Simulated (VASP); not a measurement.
# SiNi (zincblende type) (F-43m) in VASP: a series of runs, part 2 of 2

VASP 6.6.1.

## 4. Relaxation of cell and atoms, PBE, target pressure 12 GPa, at which the enthalpy is minimised

This run uses another cell than the first one, of 14.49 Å³/atom, 0.937 times its volume.

INCAR reads:

```
ALGO = Normal ; EDIFF = 1E-7
EDIFFG = -0.005 ; ENCUT = 600
GGA = PE ; IBRION = 2
ISIF = 3 ; ISMEAR = -1
LASPH = True ; LCHARG = False
LREAL = False ; LWAVE = False
NELM = 100 ; NSW = 60
PREC = Accurate ; PSTRESS = 120.0
SIGMA = 0.05
```

KPOINTS reads:

```
k-points
0
Gamma
  13 13 13
```

POSCAR reads:

```
SiNi
1.0
    0.0000000000      2.4380175837      2.4380175837
    2.4380175837      0.0000000000      2.4380175837
    2.4380175837      2.4380175837      0.0000000000
Ni Si
1 1
Direct
    0.0000000000      0.0000000000      0.0000000000
    0.2500000000      0.2500000000      0.2500000000
```

Potentials or basis: VASP PAW PBE potentials, release 64 (Ni, Si).

Command:

```sh
$ cat potpaw_PBE.64/Ni/POTCAR potpaw_PBE.64/Si/POTCAR > POTCAR
$ mpirun -np 1 vasp_std > vasp.out
```

OUTCAR:

```text
EDIFF = 1E-7
   EDIFFG = -0.005
   ENCUT = 600
   GGA = PE
   IBRION = 2
   ISIF = 3
   ISMEAR = -1
   LASPH = True
   LREAL = False
   NELM = 100
   NSW = 60
   PREC = Accurate
   PSTRESS = 120.0

 ion  position               nearest neighbor table
   1  0.000  0.000  0.000-   2 2.11   2 2.11   2 2.11   2 2.11
   2  0.250  0.250  0.250-   1 2.11   1 2.11   1 2.11   1 2.11

  LATTYP: Found a face centered cubic cell.
 ALAT       =     4.8760351674

  Lattice vectors:

 A1 = (   0.0000000000,   2.4380175837,   2.4380175837)
 A2 = (   2.4380175837,   0.0000000000,   2.4380175837)
 A3 = (   2.4380175837,   2.4380175837,   0.0000000000)

Analysis of symmetry for initial positions (statically):
=====================================================================
 Subroutine PRICEL returns:
 Original cell was already a primitive cell.

 Routine SETGRP: Setting up the symmetry group for a
 face centered cubic supercell.

 Subroutine GETGRP returns: Found 24 space group operations
 (whereof 24 operations were pure point group operations)
 out of a pool of 48 trial point group operations.

The static configuration has the point symmetry T_d .

Analysis of symmetry for dynamics (positions and initial velocities):
=====================================================================
 Subroutine PRICEL returns:
 Original cell was already a primitive cell.

 Routine SETGRP: Setting up the symmetry group for a
 face centered cubic supercell.

 Subroutine GETGRP returns: Found 24 space group operations
 (whereof 24 operations were pure point group operations)
 out of a pool of 48 trial point group operations.

The dynamic configuration has the point symmetry T_d .

 Subroutine INISYM returns: Found 24 space group operations
 (whereof 24 operations are pure point group operations),
 and found     1 'primitive' translations

[... 122 lines left out ...]
   IVDW    =     0    specifies the selected vdW correction
   LEPSILON=     F    determine dielectric tensor
   LRPA    =     F    only Hartree local field effects (RPA)
 conjugate gradient relaxation of ions
 non-spin polarized calculation
  energy-cutoff  :      600.00
  volume of cell :       28.98
 maximum number of plane-waves:       980
   NGX = 13   NGY = 13   NGZ = 13

--------------------------------------- Ionic step        1  -------------------------------------------

 number of electron      14.0000002 magnetization

 Free energy of the ion-electron system (eV)
  ---------------------------------------------------
  ext. energy  EPLUGINS =         0.00000000
  ---------------------------------------------------
  free energy    TOTEN  =       -10.11580224 eV

  energy without entropy =      -10.10873867  energy(sigma->0) =      -10.11227046

------------------------ aborting loop because EDIFF is reached ----------------------------------------

  FORCE on cell =-STRESS in cart. coord.  units (eV):
  Direction    XX          YY          ZZ          XY          YZ          ZX
  --------------------------------------------------------------------------------------
  -------------------------------------------------------------------------------------
  Total        4.1163756      4.1163756      4.1163756     -0.0000000     -0.0000000      0.0000000
  in kB      227.5543193    227.5543193    227.5543193     -0.0000000     -0.0000000      0.0000000
  external PRESSURE =     107.5543193 kB  Pullay stress =     120.0000000 kB
[... 139 lines left out ...]
--------------------------------------- Ionic step        5  -------------------------------------------

 number of electron      14.0000004 magnetization

 Free energy of the ion-electron system (eV)
  ---------------------------------------------------
  ext. energy  EPLUGINS =         0.00000000
  ---------------------------------------------------
  free energy    TOTEN  =       -10.32050689 eV

  energy without entropy =      -10.31310673  energy(sigma->0) =      -10.31680681

 E-fermi :   6.9343     XC(G=0): -10.8040

 val. band max:        6.9255327847   @ k =  -0.2308   0.2308   0.0000
 cond. band min:       6.9572221833   @ k =  -0.3846   0.3077   0.0769
 fundamental gap:      0.0316893985
 Fermi energy:         6.9342600492

 k-point     1 :       0.0000    0.0000    0.0000
  band No.  band energies     occupation
      1      -3.8833      2.00000
      2       3.5008      2.00000
      3       3.5008      2.00000
      4       3.5008      2.00000
      5       4.6043      2.00000
      6       4.6043      2.00000
      7      12.8698      0.00000
      8      12.8698      0.00000
      9      12.8698      0.00000
     10      14.1494      0.00000
     11      14.1494      0.00000
[... 309 lines left out ...]
 k-point    24 :       0.4615    0.1538    0.0000
  band No.  band energies     occupation
      1      -1.2830      2.00000
      2       2.4479      2.00000
      3       3.6228      2.00000
      4       3.8124      2.00000
      5       4.6472      2.00000
      6       4.7767      2.00000
      7       5.4394      2.00000
      8       9.1573      0.00000
      9       9.4476      0.00000
     10      13.5909      0.00000
     11      16.3779      0.00000

 [... further k-points ...]
[... 5 lines left out ...]
  --------------------------------------------------------------------------------------
  -------------------------------------------------------------------------------------
  Total        2.3041303      2.3041303      2.3041303     -0.0000000      0.0000000     -0.0000000
  in kB      119.4826929    119.4826929    119.4826929     -0.0000000      0.0000000     -0.0000000
  external PRESSURE =      -0.5173071 kB  Pullay stress =     120.0000000 kB
[... 21 lines left out ...]
  energy  without entropy=      -10.3131067310  energy(sigma->0) =      -10.31680681

  enthalpy is  TOTEN    =        -8.0064007665 eV   P V=        2.3141061194

 reached required accuracy - stopping structural energy minimisation
```

Wall time 44 s (1 thread of Intel Xeon 6975P-C (Granite Rapids), shared host); peak memory 0.18 GiB.

Results:

```
Free energy                                            : -10.3205 eV
Relaxed volume                                         : 15.45 Å³/atom
Relaxed cell                                           : a = 3.522 Å, b = 3.522 Å, c = 3.522 Å, α = 60.00°, β = 60.00°, γ = 60.00°
Space group after relaxing (to 0.05 Å)                 : F-43m (No. 216)
Energy change on relaxing (the enthalpy is what falls) : -102.4 meV/atom
Ionic steps                                            : 5
Pressure after relaxing                                : 11.9 GPa
Band gap on the k mesh                                 : zero (band 7 reaches 12.87 eV, above the bottom of band 8 at 5.95 eV)
```

The path:
| step | energy change (eV) | largest force (eV/Å) | pressure (GPa) | volume (Å³) |
| --- | --- | --- | --- | --- |
| 1 | 0.0000 | 0.0000 | 22.76 | 28.98 |
| 2 | -0.3092 | 0.0000 | 2.74 | 33.26 |
| 3 | -0.2077 | 0.0000 | 11.87 | 30.94 |
| 4 | -0.2047 | 0.0000 | 12.09 | 30.90 |
| 5 | -0.2047 | 0.0000 | 11.95 | 30.90 |

Final structure:
```yaml
crystal:
  lattice:
    - [0.00000, 2.49054, 2.49054]
    - [2.49054, 0.00000, 2.49054]
    - [2.49054, 2.49054, 0.00000]
  atoms:
    - { symbol: Ni, position: [0.00000, 0.00000, 0.00000] }
    - { symbol: Si, position: [0.25000, 0.25000, 0.25000] }
```

Levels at points of the mesh, in eV from the Fermi level:
```
           k point  band 3  band 4  band 5  band 6  band 7  band 8  band 9  band 10  band 11
(0.00, 0.00, 0.00)   -3.43   -3.43   -2.33   -2.33    5.94    5.94    5.94     7.22     7.22
```

Caveat: the cell is relaxed towards a set pressure, so the enthalpy falls and the energy may rise. Spin polarisation is off, so any magnetic state and its effect on volume and gap are missing.
